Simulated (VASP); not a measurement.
# Li7NbO6 (R3) in VASP: further runs

Runs on Li7NbO6. Level: r2SCAN. Tasks: single point.

Everything below comes from runs of VASP 6.6.1. Logs are shortened: lines on timing, memory, paths and dates and some standing lists are left out, and cuts for length are marked.

**1. The cell of the first run**

It takes space group R3 (No. 146, trigonal). The conventional cell has a = 5.708 Å, b = 5.708 Å, c = 14.970 Å, α = 90.00°, β = 90.00°, γ = 120.00°. Li (site symmetry 1) has 4 O at 1.94 to 2.09 Å and 4 Li at 2.45 to 2.68 Å and 1 Nb at 2.77 Å within 2.8 Å. Within 2.6 Å of Li (site symmetry 1) lie 4 O at 1.99 to 2.08 Å and 4 Li at 2.45 to 2.57 Å. Li (site symmetry 3) has 6 O at 2.09 to 2.54 Å and 6 Li at 2.48 to 2.68 Å within 2.8 Å. Nb (site symmetry 3) has 6 O at 2.00 to 2.07 Å within 2.6 Å. Within 2.6 Å of O (site symmetry 1) lie 5 Li at 1.99 to 2.09 Å and 1 Nb at 2.07 Å. O (site symmetry 1) has 5 Li at 1.94 to 2.54 Å and 1 Nb at 2.00 Å within 2.6 Å.

**2. Single point, r2SCAN (10.06 Å³/atom)**

The input, POSCAR:

```
Li7NbO6
1.0
    2.8538840807      1.6476907422      4.9900111170
   -2.8538840807      1.6476907422      4.9900111170
    0.0000000000     -3.2953814845      4.9900111170
Li Nb O
7 1 6
Direct
    0.5009271162      0.7246013028      0.1164786362
    0.2280669022      0.9330380275      0.4939177452
    0.9330380275      0.4939177452      0.2280669022
    0.6464488226      0.6464488226      0.6464488226
    0.1164786362      0.5009271162      0.7246013028
    0.7246013028      0.1164786362      0.5009271162
    0.4939177452      0.2280669022      0.9330380275
    0.0027282954      0.0027282954      0.0027282954
    0.6501304089      0.8817290441      0.2279861131
    0.0728955406      0.8035316695      0.3684383759
    0.8035316695      0.3684383759      0.0728955406
    0.2279861131      0.6501304089      0.8817290441
    0.8817290441      0.2279861131      0.6501304089
    0.3684383759      0.0728955406      0.8035316695
```

The input, INCAR.step1:

```
SYSTEM = Li7NbO6
  PREC = Accurate
  ENCUT = 520
  ISMEAR = 0
  SIGMA = 0.02
  LREAL = .False.
  LASPH = .True.
  NELM = 60
  NBANDS = 48
  GGA = PE
  ALGO = Normal
  EDIFF = 1E-4
  LWAVE = .True.
  LCHARG = .False.
```

The input, INCAR.step2:

```
SYSTEM = Li7NbO6
  PREC = Accurate
  ENCUT = 520
  EDIFF = 1E-7
  ISMEAR = 0
  SIGMA = 0.02
  LREAL = .False.
  LASPH = .True.
  NELM = 60
  ALGO = Normal
  ISIF = 2
  LWAVE = .False.
  LCHARG = .False.
  METAGGA = R2SCAN
  LMIXTAU = .True.
  NBANDS = 48
  ISTART = 1
```

The input, KPOINTS:

```
regular mesh
0
Gamma
  6 6 6
  0 0 0
```

Potentials or basis: VASP PAW PBE potentials, release 64 (Li_sv, Nb_sv, O).

Launch:

```
cat potpaw_PBE.64/Li_sv/POTCAR potpaw_PBE.64/Nb_sv/POTCAR potpaw_PBE.64/O/POTCAR > POTCAR
cp INCAR.step1 INCAR
mpirun -np 1 vasp_std > vasp.out
cp INCAR.step2 INCAR
mpirun -np 1 vasp_std > vasp.out
```

OUTCAR:

```text
SYSTEM = Li7NbO6
   PREC = Accurate
   ENCUT = 520
   EDIFF = 1E-7
   ISMEAR = 0
   LREAL = .False.
   LASPH = .True.
   NELM = 60
   ISIF = 2
   METAGGA = R2SCAN
   ISTART = 1

 ion  position               nearest neighbor table
   1  0.501  0.725  0.116-  11 1.94  14 2.01  10 2.07   9 2.09   3 2.45   2 2.48   7 2.57   8 2.77

   2  0.228  0.933  0.494-  12 1.99  13 2.00  10 2.05   9 2.08   5 2.45   4 2.48   1 2.48   6 2.57
                             8 2.75
   3  0.933  0.494  0.228-   9 1.99  12 2.00  11 2.05  13 2.08   1 2.45   4 2.48   6 2.48   5 2.57
                             8 2.75
   4  0.646  0.646  0.646-  12 2.09  13 2.09   9 2.09   7 2.48   2 2.48   3 2.48
   5  0.116  0.501  0.725-  10 1.94  11 2.01  14 2.07  12 2.09   2 2.45   7 2.48   3 2.57   8 2.77

   6  0.725  0.116  0.501-  14 1.94  10 2.01  11 2.07  13 2.09   7 2.45   3 2.48   2 2.57   8 2.77

   7  0.494  0.228  0.933-  13 1.99   9 2.00  14 2.05  12 2.08   6 2.45   4 2.48   5 2.48   1 2.57
                             8 2.75
   8  0.003  0.003  0.003-  14 2.00  11 2.00  10 2.00   9 2.07  12 2.07  13 2.07   3 2.75   7 2.75
                             2 2.75   5 2.77   1 2.77   6 2.77
   9  0.650  0.882  0.228-   3 1.99   7 2.00   8 2.07   2 2.08   1 2.09   4 2.09
  10  0.073  0.804  0.368-   5 1.94   8 2.00   6 2.01   2 2.05   1 2.07
  11  0.804  0.368  0.073-   1 1.94   8 2.00   5 2.01   3 2.05   6 2.07
  12  0.228  0.650  0.882-   2 1.99   3 2.00   8 2.07   7 2.08   5 2.09   4 2.09
  13  0.882  0.228  0.650-   7 1.99   2 2.00   8 2.07   3 2.08   6 2.09   4 2.09
  14  0.368  0.073  0.804-   6 1.94   8 2.00   1 2.01   7 2.05   5 2.07

  LATTYP: Found a trigonal (rhomboedric) cell.
 ALAT       =     5.9799456583
 COS(alpha) =     0.5444792355

  Lattice vectors:

 A1 = (   2.8538840807,   1.6476907422,   4.9900111170)
 A2 = (  -2.8538840807,   1.6476907422,   4.9900111170)
 A3 = (   0.0000000000,  -3.2953814845,   4.9900111170)

Analysis of symmetry for initial positions (statically):
=====================================================================
 Subroutine PRICEL returns:
 Original cell was already a primitive cell.

 Routine SETGRP: Setting up the symmetry group for a
 trigonal (rhombohedral) supercell.

 Subroutine GETGRP returns: Found  3 space group operations
 (whereof  3 operations were pure point group operations)
 out of a pool of 12 trial point group operations.

The static configuration has the point symmetry C_3 .

Analysis of symmetry for dynamics (positions and initial velocities):
=====================================================================
 Subroutine PRICEL returns:
 Original cell was already a primitive cell.
[... 151 lines left out ...]
     AMIX     =   0.40;   BMIX     =  1.00
     AMIX_MAG =   1.60;   BMIX_MAG =  1.00
  volume/ion in A,a.u.               =      10.06        67.86
  Fermi-wavevector in a.u.,A,eV,Ry     =   1.296938  2.450858 22.885658  1.682048
  Thomas-Fermi vector in A             =   2.428363
   LORBIT       =      0    0 simple, 1 ext, 2 COOP (PROOUT), +10 PAW based schemes
   METAGGA = R2SCAN    functional components
   LHFCALC =     F    Hartree Fock is set to
   AEXX    =    0.0000 exact exchange contribution
   IVDW    =     0    specifies the selected vdW correction
   LEPSILON=     F    determine dielectric tensor
   LRPA    =     F    only Hartree local field effects (RPA)
 non-spin polarized calculation
 Gauss-broadening in eV      SIGMA  =   0.02
  energy-cutoff  :      520.00
  volume of cell :      140.79
 maximum number of plane-waves:      3846
 NGX is ok and might be reduce to    48
   NGX = 23   NGY = 23   NGZ = 23

 number of electron      69.9999996 magnetization

 Free energy of the ion-electron system (eV)
  ---------------------------------------------------
  ext. energy  EPLUGINS =         0.00000000
  ---------------------------------------------------
  free energy    TOTEN  =      -110.16765417 eV

  energy without entropy =     -110.16765417  energy(sigma->0) =     -110.16765417

 E-fermi :   1.4286     XC(G=0): -10.1831

 val. band max:        1.3119343728   @ k =   0.0000   0.0000   0.0000
 cond. band min:       5.4627393194   @ k =   0.5000  -0.0000   0.0000
 fundamental gap:      4.1508049466
 Fermi energy:         1.4285596603

 k-point     1 :       0.0000    0.0000    0.0000
  band No.  band energies     occupation
      1     -54.8330      2.00000
      2     -43.4574      2.00000
      3     -43.0613      2.00000
      4     -43.0256      2.00000
      5     -43.0256      2.00000
      6     -42.9714      2.00000
[... 1189 lines left out ...]
     46      12.1184      0.00000
     47      12.8699      0.00000

 [... further k-points ...]

 [bands above 47 left out]

------------------------ aborting loop because EDIFF is reached ----------------------------------------

  FORCE on cell =-STRESS in cart. coord.  units (eV):
  Direction    XX          YY          ZZ          XY          YZ          ZX
  --------------------------------------------------------------------------------------
  -------------------------------------------------------------------------------------
  Total       -7.0248728     -7.0248728     -7.0003396     -0.0000169      0.0000000      0.0000000
  in kB      -79.9437013    -79.9437013    -79.6645109     -0.0001927      0.0000000      0.0000000
  external PRESSURE =     -79.8506379 kB  Pullay stress =       0.0000000 kB

 VOLUME and BASIS-vectors are now :
 -----------------------------------------------------------------------------
  energy-cutoff  :      520.00
  volume of cell :      140.79
      direct lattice vectors                 reciprocal lattice vectors
     2.853884081  1.647690742  4.990011117     0.175199828  0.101151668  0.066800118
    -2.853884081  1.647690742  4.990011117    -0.175199828  0.101151668  0.066800118
     0.000000000 -3.295381485  4.990011117     0.000000000 -0.202303336  0.066800118

 POSITION                                       TOTAL-FORCE (eV/Angst)
 -----------------------------------------------------------------------------------
     -0.63834      1.63545      6.69663         0.030425      0.024019      0.008715
     -2.01191      0.28549      8.25858         0.002134     -0.027916     -0.027335
      1.25320      1.59961      8.25858        -0.025243      0.012110     -0.027335
      0.00000     -0.00000      9.67736        -0.000000     -0.000000      0.007486
     -1.09717     -1.37054      6.69663        -0.036014      0.014339      0.008715
      1.73551     -0.26491      6.69663         0.005589     -0.038358      0.008715
      0.75871     -1.88511      8.25858         0.023109      0.015806     -0.027335
      0.00000     -0.00000      0.04084        -0.000000     -0.000000      0.014570
     -0.66096      1.77273      8.78165        -0.004616     -0.026286     -0.004368
     -2.08515      0.22994      6.21189         0.006266      0.003332      0.015636
      1.24171      1.69083      6.21189        -0.000247     -0.007093      0.015636
     -1.20475     -1.45877      8.78165         0.025072      0.009146     -0.004368
      1.86571     -0.31396      8.78165        -0.020457      0.017140     -0.004368
      0.84344     -1.92076      6.21189        -0.006019      0.003760      0.015636
 -----------------------------------------------------------------------------------
    total drift:                                0.000000      0.000000     -0.096019

  FREE ENERGIE OF THE ION-ELECTRON SYSTEM (eV)
  ---------------------------------------------------
  free  energy   TOTEN  =      -110.1676541684 eV

  energy  without entropy=     -110.1676541684  energy(sigma->0) =     -110.16765417
```

OSZICAR.step1:

```text
N       E                     dE             d eps       ncg     rms          rms(c)
DAV:   1     0.686603822823E+03    0.68660E+03   -0.34159E+04  3840   0.160E+03
DAV:   2    -0.190637662165E+02   -0.70567E+03   -0.66944E+03  4512   0.483E+02
DAV:   3    -0.905278350490E+02   -0.71464E+02   -0.70763E+02  5360   0.137E+02
DAV:   4    -0.988852561095E+02   -0.83574E+01   -0.82869E+01  7120   0.465E+01
DAV:   5    -0.996210733810E+02   -0.73582E+00   -0.73554E+00  5512   0.904E+00    0.229E+01
DAV:   6    -0.834694308510E+02    0.16152E+02   -0.64501E+01  5176   0.404E+01    0.823E+00
DAV:   7    -0.836148278892E+02   -0.14540E+00   -0.80222E+00  5920   0.122E+01    0.472E+00
DAV:   8    -0.836031225514E+02    0.11705E-01   -0.70159E-01  5768   0.492E+00    0.166E+00
DAV:   9    -0.836175034068E+02   -0.14381E-01   -0.10791E-01  5696   0.184E+00    0.627E-01
DAV:  10    -0.836236895300E+02   -0.61861E-02   -0.42103E-02  5504   0.944E-01    0.199E-01
DAV:  11    -0.836251234779E+02   -0.14339E-02   -0.60092E-03  5912   0.383E-01    0.945E-02
DAV:  12    -0.836255331979E+02   -0.40972E-03   -0.59323E-04  4472   0.159E-01    0.545E-02
DAV:  13    -0.836257952553E+02   -0.26206E-03   -0.35926E-04  3984   0.104E-01    0.179E-02
DAV:  14    -0.836258028559E+02   -0.76006E-05   -0.37995E-05  3688   0.475E-02
   1 F= -.83625803E+02 E0= -.83625803E+02  d E =-.273155E-92
```

Wall time 25 min (1 thread of Intel Xeon Platinum 8488C (Sapphire Rapids), shared host); peak memory 0.5 GiB.

Results:

```yaml
Free_energy: -110.1677 eV
Largest_force: 0.040 eV/Å
Band_gap_on_the_k_mesh: 4.15 eV (least direct gap 4.30 eV)
```

Forces in eV/Å, atoms in the order of the input:
```
Li   0.030  0.024  0.009
Li   0.002 -0.028 -0.027
Li  -0.025  0.012 -0.027
Li   0.000  0.000  0.007
Li  -0.036  0.014  0.009
Li   0.006 -0.038  0.009
Li   0.023  0.016 -0.027
Nb   0.000  0.000  0.015
O   -0.005 -0.026 -0.004
O    0.006  0.003  0.016
O    0.000 -0.007  0.016
O    0.025  0.009 -0.004
O   -0.020  0.017 -0.004
O   -0.006  0.004  0.016
```

Caveat: the cutoff is under 1.25 times the usual one of these potentials, so pressure, stress and relaxed cells hold a basis-set (Pulay) error; the PAW data sets were made with another functional, which shifts forces and pressure a little. A k mesh can miss the band edges.

[end of part 1 of 2]
